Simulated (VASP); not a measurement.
# K (Im-3m) in VASP: a series of runs

The runs below take K through single point, with PBE.

Everything below comes from runs of VASP 6.6.1. Logs are shortened: lines on timing, memory, paths and dates and some standing lists are left out, and cuts for length are marked.

## (1) The cell of the first run

Symmetry: Im-3m, No. 229, cubic system. The conventional cell has a = 5.283 Å, b = 5.283 Å, c = 5.283 Å, α = 90.00°, β = 90.00°, γ = 90.00°.

## (2) Single point, PBE

File INCAR:

```
SYSTEM = K
PREC = Accurate ; ENCUT = 520
EDIFF = 1E-7 ; ISMEAR = -1
SIGMA = 0.1 ; LREAL = .FALSE.
LASPH = .TRUE. ; NELM = 100
ALGO = Normal ; ISIF = 2
LWAVE = .FALSE. ; LCHARG = .TRUE.
GGA = PE ; LELF = .TRUE.
LVHAR = .TRUE. ; NBANDS = 10
```

File KPOINTS:

```
regular mesh
0
G
  9 9 9
  0 0 0
```

File POSCAR:

```
K
1.0
   -2.6417142217      2.6417142217      2.6417142217
    2.6417142217     -2.6417142217      2.6417142217
    2.6417142217      2.6417142217     -2.6417142217
K
1
Direct
    0.0000000000      0.0000000000      0.0000000000
```

Potentials or basis: VASP PAW PBE potentials, release 64 (K_sv).

Command:

```bash
$ cat potpaw_PBE.64/K_sv/POTCAR > POTCAR
$ mpirun -np 1 vasp_std > vasp.out
```

OUTCAR:

```text
SYSTEM = K
   PREC = Accurate
   ENCUT = 520
   EDIFF = 1E-7
   ISMEAR = -1
   LREAL = .FALSE.
   LASPH = .TRUE.
   NELM = 100
   ISIF = 2
   GGA = PE

 ion  position               nearest neighbor table
   1  0.000  0.000  0.000-

  LATTYP: Found a body centered cubic cell.
 ALAT       =     5.2834284434

  Lattice vectors:

 A1 = (  -2.6417142217,   2.6417142217,   2.6417142217)
 A2 = (   2.6417142217,  -2.6417142217,   2.6417142217)
 A3 = (   2.6417142217,   2.6417142217,  -2.6417142217)

Analysis of symmetry for initial positions (statically):
=====================================================================
 Subroutine PRICEL returns:
 Original cell was already a primitive cell.

 Routine SETGRP: Setting up the symmetry group for a
 body centered cubic supercell.

 Subroutine GETGRP returns: Found 48 space group operations
 (whereof 48 operations were pure point group operations)
 out of a pool of 48 trial point group operations.

The static configuration has the point symmetry O_h .

Analysis of symmetry for dynamics (positions and initial velocities):
=====================================================================
 Subroutine PRICEL returns:
 Original cell was already a primitive cell.

 Routine SETGRP: Setting up the symmetry group for a
 body centered cubic supercell.

 Subroutine GETGRP returns: Found 48 space group operations
 (whereof 48 operations were pure point group operations)
 out of a pool of 48 trial point group operations.

The dynamic configuration has the point symmetry O_h .

 Subroutine INISYM returns: Found 48 space group operations
 (whereof 48 operations are pure point group operations),
 and found     1 'primitive' translations

----------------------------------------------------------------------------------------

                                     Primitive cell

  volume of cell :      73.7424

  direct lattice vectors                    reciprocal lattice vectors
    -2.641714222  2.641714222  2.641714222     0.000000000  0.189271041  0.189271041
     2.641714222 -2.641714222  2.641714222     0.189271041  0.000000000  0.189271041
     2.641714222  2.641714222 -2.641714222     0.189271041  0.189271041  0.000000000

  length of vectors
     4.575583251  4.575583251  4.575583251     0.267669673  0.267669673  0.267669673

  position of ions in fractional coordinates (direct lattice)
     0.000000000  0.000000000  0.000000000

  ion indices of the primitive-cell ions
   primitive index   ion index
                 1           1

----------------------------------------------------------------------------------------

 KPOINTS: regular mesh

Automatic generation of k-mesh.
 Grid dimensions read from file:
 generate k-points for:    9    9    9

 Generating k-lattice:

  Cartesian coordinates                     Fractional coordinates (reciprocal lattice)
     0.000000000  0.021030116  0.021030116     0.111111111  0.000000000  0.000000000
     0.021030116  0.000000000  0.021030116     0.000000000  0.111111111  0.000000000
     0.021030116  0.021030116  0.000000000     0.000000000  0.000000000  0.111111111

  Length of vectors
     0.029741075  0.029741075  0.029741075

  Shift w.r.t. Gamma in fractional coordinates (k-lattice)
     0.000000000  0.000000000  0.000000000

 Subroutine IBZKPT returns following result:
 ===========================================

 Found     35 irreducible k-points:

 Following reciprocal coordinates:
            Coordinates               Weight
  0.000000  0.000000  0.000000      1.000000
  0.111111  0.000000  0.000000     12.000000
  0.222222  0.000000  0.000000     12.000000
  0.333333  0.000000  0.000000     12.000000
  0.444444  0.000000  0.000000     12.000000
  0.111111  0.111111  0.000000     24.000000
[... 16 lines left out ...]
 -0.333333  0.444444  0.111111     48.000000
 -0.444444 -0.444444  0.111111     24.000000
 [... further k-points ...]
   k-points           NKPTS =     35   k-points in BZ     NKDIM =     35   number of bands    NBANDS=     10
   number of dos      NEDOS =    301   number of ions     NIONS =      1
   total plane-waves  NPLWV =  46656
   dimension x,y,z NGX =    36 NGY =   36 NGZ =   36
   dimension x,y,z NGXF=    72 NGYF=   72 NGZF=   72
   ions per type =               1
   NGX,Y,Z   is equivalent  to a cutoff of  13.08, 13.08, 13.08 a.u.
   NGXF,Y,Z  is equivalent  to a cutoff of  26.16, 26.16, 26.16 a.u.
 SYSTEM =  K
   PREC   = accura    normal or accurate (medium, high low for compatibility)
   ISTART =      0    job   : 0-new  1-cont  2-samecut
   ICHARG =      2    charge: 1-file 2-atom 10-const
   ISPIN  =      1    spin polarized calculation?
   LNONCOLLINEAR =      F non collinear calculations
   LSORBIT =      F    spin-orbit coupling
   LASPH  =      T    aspherical Exc in radial PAW
   ENCUT  =  520.0 eV  38.22 Ry    6.18 a.u.   8.51  8.51  8.51*2*pi/ulx,y,z
   NELM   =    100;   NELMIN=  2; NELMDL= -5     # of ELM steps
   EDIFF  = 0.1E-06   stopping-criterion for ELM
   LREAL  =      F    real-space projection
   EDIFFG = 0.1E-05   stopping-criterion for IOM
   NSW    =      0    number of steps for IOM
   IBRION =     -1    ionic relax: 0-MD 1-quasi-New 2-CG
   NFREE  =      0    steps in history (QN), initial steepest desc. (CG)
   ISIF   =      2    stress and relaxation
   ISYM   =      2    0-nonsym 1-usesym 2-fastsym
   POTIM  = 0.5000    time-step for ionic-motion
   TEBEG  =    0.0;   TEEND  =   0.0 temperature during run
   PSTRESS=    0.0 pullay stress
   NELECT =       9.0000    total number of electrons
   NUPDOWN=      -1.0000    fix difference up-down
   EMIN   =  10.00;   EMAX   =-10.00  energy-range for DOS
   EFERMI =   0.00;   METHOD = LEGACY
   ISMEAR =    -1;   SIGMA  =   0.10  broadening in eV -4-tet -1-fermi 0-gaus
   EFERMI_NEDOS =   21; number of points for ismear=-14 and -15
   IALGO  =     38    algorithm
   IMIX   =      4    mixing-type and parameters
     AMIX     =   0.40;   BMIX     =  1.00
     AMIX_MAG =   1.60;   BMIX_MAG =  1.00
  volume/ion in A,a.u.               =      73.74       497.64
  Fermi-wavevector in a.u.,A,eV,Ry     =   0.812051  1.534553  8.972041  0.659426
  Thomas-Fermi vector in A             =   1.921523
   LORBIT       =      0    0 simple, 1 ext, 2 COOP (PROOUT), +10 PAW based schemes
   GGA     = PE    functional components
   LHFCALC =     F    Hartree Fock is set to
   AEXX    =    0.0000 exact exchange contribution
   IVDW    =     0    specifies the selected vdW correction
   LEPSILON=     F    determine dielectric tensor
   LRPA    =     F    only Hartree local field effects (RPA)
 non-spin polarized calculation
  energy-cutoff  :      520.00
  volume of cell :       73.74
 maximum number of plane-waves:      2006
 NGX is ok and might be reduce to    36
   NGX = 17   NGY = 17   NGZ = 17

 number of electron       9.0000001 magnetization

 Free energy of the ion-electron system (eV)
  ---------------------------------------------------
  ext. energy  EPLUGINS =         0.00000000
  ---------------------------------------------------
  free energy    TOTEN  =        -1.06160235 eV

  energy without entropy =       -1.03814564  energy(sigma->0) =       -1.04987399

 E-fermi :  -0.1171     XC(G=0):  -5.6449

 val. band max:       -0.1858451491   @ k =  -0.3333   0.4444   0.1111
 cond. band min:      -0.0766563904   @ k =   0.4444   0.0000   0.0000
 fundamental gap:      0.1091887587
 Fermi energy:        -0.1170580855

 k-point     1 :       0.0000    0.0000    0.0000
  band No.  band energies     occupation
      1     -32.2588      2.00000
      2     -15.7085      2.00000
      3     -15.7085      2.00000
      4     -15.7085      2.00000
      5      -2.2781      2.00000
      6       4.1664      0.00000
      7       4.1664      0.00000
      8       4.1664      0.00000
      9       5.0737      0.00000
     10       5.0737      0.00000

 k-point     2 :       0.1111    0.0000    0.0000
  band No.  band energies     occupation
      1     -32.2583      2.00000
      2     -15.7165      2.00000
      3     -15.7112      2.00000
      4     -15.7085      2.00000
      5      -2.1253      2.00000
      6       3.9113      0.00000
      7       3.9749      0.00000
      8       4.2878      0.00000
      9       4.8602      0.00000
     10       5.0370      0.00000

 k-point     3 :       0.2222    0.0000    0.0000
  band No.  band energies     occupation
      1     -32.2571      2.00000
      2     -15.7365      2.00000
      3     -15.7179      2.00000
      4     -15.7085      2.00000
      5      -1.6787      2.00000
      6       3.0608      0.00000
      7       3.5898      0.00000
      8       4.6460      0.00000
      9       4.8683      0.00000
     10       5.0140      0.00000

 k-point     4 :       0.3333    0.0000    0.0000
  band No.  band energies     occupation
      1     -32.2557      2.00000
      2     -15.7589      2.00000
      3     -15.7255      2.00000
      4     -15.7085      2.00000
      5      -0.9743      1.99962
      6       2.0288      0.00000
      7       3.2505      0.00000
      8       4.9117      0.00000
      9       5.1298      0.00000
     10       5.2219      0.00000
[... 222 lines left out ...]
 k-point    22 :      -0.4444    0.4444    0.1111
  band No.  band energies     occupation
      1     -32.2544      2.00000
      2     -15.7713      2.00000
      3     -15.7335      2.00000
      4     -15.7142      2.00000
      5       0.0526      0.30983
      6       1.0717      0.00001
      7       3.0988      0.00000
      8       4.0459      0.00000
      9       5.3701      0.00000
     10       5.9622      0.00000

 k-point    23 :      -0.3333    0.4444    0.1111
  band No.  band energies     occupation
      1     -32.2544      2.00000
      2     -15.7635      2.00000
      3     -15.7374      2.00000
      4     -15.7192      2.00000
      5      -0.1858      1.33099
      6       1.7048      0.00000
      7       2.7457      0.00000
      8       4.1190      0.00000
      9       4.9757      0.00000
     10       5.5946      0.00000

 k-point    24 :      -0.4444   -0.4444    0.1111
  band No.  band energies     occupation
      1     -32.2539      2.00000
      2     -15.7688      2.00000
      3     -15.7410      2.00000
      4     -15.7192      2.00000
      5       0.7345      0.00040
      6       0.7584      0.00032
      7       2.6112      0.00000
      8       4.0539      0.00000
      9       5.1546      0.00000
     10       5.6640      0.00000

 [... further k-points ...]
[... 5 lines left out ...]
  --------------------------------------------------------------------------------------
  -------------------------------------------------------------------------------------
  Total       -0.0027051     -0.0027051     -0.0027051     -0.0000000      0.0000000     -0.0000000
  in kB       -0.0587737     -0.0587737     -0.0587737     -0.0000000      0.0000000     -0.0000000
  external PRESSURE =      -0.0587737 kB  Pullay stress =       0.0000000 kB

 VOLUME and BASIS-vectors are now :
 -----------------------------------------------------------------------------
  energy-cutoff  :      520.00
  volume of cell :       73.74
      direct lattice vectors                 reciprocal lattice vectors
    -2.641714222  2.641714222  2.641714222     0.000000000  0.189271041  0.189271041
     2.641714222 -2.641714222  2.641714222     0.189271041  0.000000000  0.189271041
     2.641714222  2.641714222 -2.641714222     0.189271041  0.189271041  0.000000000

 POSITION                                       TOTAL-FORCE (eV/Angst)
 -----------------------------------------------------------------------------------
      0.00000      0.00000      0.00000        -0.000000     -0.000000     -0.000000
 -----------------------------------------------------------------------------------
    total drift:                               -0.000000      0.000000      0.000000

  FREE ENERGIE OF THE ION-ELECTRON SYSTEM (eV)
  ---------------------------------------------------
  free  energy   TOTEN  =        -1.0616023462 eV

  energy  without entropy=       -1.0381456405  energy(sigma->0) =       -1.04987399
```

It took 23 s on 1 thread of Intel Xeon 6975P-C, shared host; peak memory 0.2 GiB.

Results:

* Free energy: -1.0616 eV
* Pressure: 0.0 GPa

## (3) Single point, PBE

File INCAR:

```
PREC     = Accurate       # precision mode
ENCUT    = 520            # plane-wave cutoff, eV
EDIFF    = 1E-6           # SCF threshold, eV
ISMEAR   = -1             # smearing method
SIGMA    = 0.1            # smearing width, eV
LREAL    = F              # projectors in reciprocal space
LASPH    = T              # aspherical terms in the spheres
NELM     = 80             # most SCF steps
ALGO     = Normal         # electronic algorithm
ISIF     = 2              # what is computed and relaxed
LWAVE    = F              # write WAVECAR
LCHARG   = F              # write CHGCAR
GGA      = PE             # functional
NBANDS   = 10             # bands
```

File KPOINTS:

```
Automatic mesh
0
Gamma
  9 9 9
```

POSCAR is that of step 2.

Potentials or basis: VASP PAW PBE potentials, release 64 (K_sv).

Command:

```bash
$ cat potpaw_PBE.64/K_sv/POTCAR > POTCAR
$ mpirun -np 1 vasp_std > vasp.out
```

OUTCAR:

```text
PREC = Accurate
   ENCUT = 520
   EDIFF = 1E-6
   ISMEAR = -1
   LREAL = F
   LASPH = T
   NELM = 80
   ISIF = 2
   GGA = PE

 ion  position               nearest neighbor table
   1  0.000  0.000  0.000-

  LATTYP: Found a body centered cubic cell.
 ALAT       =     5.2834284434

  Lattice vectors:

 A1 = (  -2.6417142217,   2.6417142217,   2.6417142217)
 A2 = (   2.6417142217,  -2.6417142217,   2.6417142217)
 A3 = (   2.6417142217,   2.6417142217,  -2.6417142217)

[... 480 lines left out ...]
      1     -32.2539      2.00000
      2     -15.7688      2.00000
      3     -15.7410      2.00000
      4     -15.7192      2.00000
      5       0.7345      0.00040
      6       0.7584      0.00032
      7       2.6112      0.00000
      8       4.0539      0.00000
      9       5.1546      0.00000
     10       5.6640      0.00000

 [... further k-points ...]
[... 5 lines left out ...]
  --------------------------------------------------------------------------------------
  -------------------------------------------------------------------------------------
  Total       -0.0027257     -0.0027257     -0.0027257      0.0000000     -0.0000000      0.0000000
  in kB       -0.0592209     -0.0592209     -0.0592209      0.0000000     -0.0000000      0.0000000
  external PRESSURE =      -0.0592209 kB  Pullay stress =       0.0000000 kB

 VOLUME and BASIS-vectors are now :
 -----------------------------------------------------------------------------
  energy-cutoff  :      520.00
  volume of cell :       73.74
      direct lattice vectors                 reciprocal lattice vectors
    -2.641714222  2.641714222  2.641714222     0.000000000  0.189271041  0.189271041
     2.641714222 -2.641714222  2.641714222     0.189271041  0.000000000  0.189271041
     2.641714222  2.641714222 -2.641714222     0.189271041  0.189271041  0.000000000

 POSITION                                       TOTAL-FORCE (eV/Angst)
 -----------------------------------------------------------------------------------
      0.00000      0.00000      0.00000         0.000000      0.000000      0.000000
 -----------------------------------------------------------------------------------
    total drift:                               -0.000000      0.000000      0.000000

  FREE ENERGIE OF THE ION-ELECTRON SYSTEM (eV)
  ---------------------------------------------------
  free  energy   TOTEN  =        -1.0616023454 eV

  energy  without entropy=       -1.0381456396  energy(sigma->0) =       -1.04987399
```

OSZICAR:

```text
N       E                     dE             d eps       ncg     rms          rms(c)
DAV:   1     0.465989039777E+02    0.46599E+02   -0.35158E+03   700   0.678E+02
DAV:   2     0.615615468070E+00   -0.45983E+02   -0.45326E+02   752   0.191E+02
DAV:   3    -0.997125192304E+00   -0.16127E+01   -0.16085E+01  1092   0.292E+01
DAV:   4    -0.106028684114E+01   -0.63162E-01   -0.63135E-01  1024   0.441E+00
DAV:   5    -0.106093034421E+01   -0.64350E-03   -0.64347E-03  1044   0.387E-01    0.198E+00
DAV:   6    -0.106110520835E+01   -0.17486E-03   -0.14581E-03  1086   0.238E-01    0.122E+00
DAV:   7    -0.106152963860E+01   -0.42443E-03   -0.27235E-03  1058   0.331E-01    0.525E-02
DAV:   8    -0.106158658165E+01   -0.56943E-04   -0.10739E-04   878   0.123E-01    0.182E-02
DAV:   9    -0.106160352774E+01   -0.16946E-04   -0.15044E-05   888   0.315E-02    0.717E-03
DAV:  10    -0.106160241223E+01    0.11155E-05   -0.27613E-06  1044   0.134E-02    0.111E-03
DAV:  11    -0.106160234539E+01    0.66839E-07   -0.31379E-08   466   0.162E-03
   1 F= -.10616023E+01 E0= -.10498740E+01  d E =-.234567E-01
```

stdout:

```text
POSCAR found type information on POSCAR K
 POSCAR found :  1 types and       1 ions
 scaLAPACK will be used
 LDA part: xc-table for (Slater+PW92), standard interpolation
 POSCAR, INCAR and KPOINTS ok, starting setup
 FFT: planning ... GRIDC
 FFT: planning ... GRID_SOFT
 FFT: planning ... GRID
 WAVECAR not read
 entering main loop
```

Wall time 22 s (1 thread of Intel Xeon 6975P-C, shared host); peak memory 0.2 GiB.

Results:

```yaml
Free_energy: -1.0616 eV
Pressure: 0.0 GPa
```
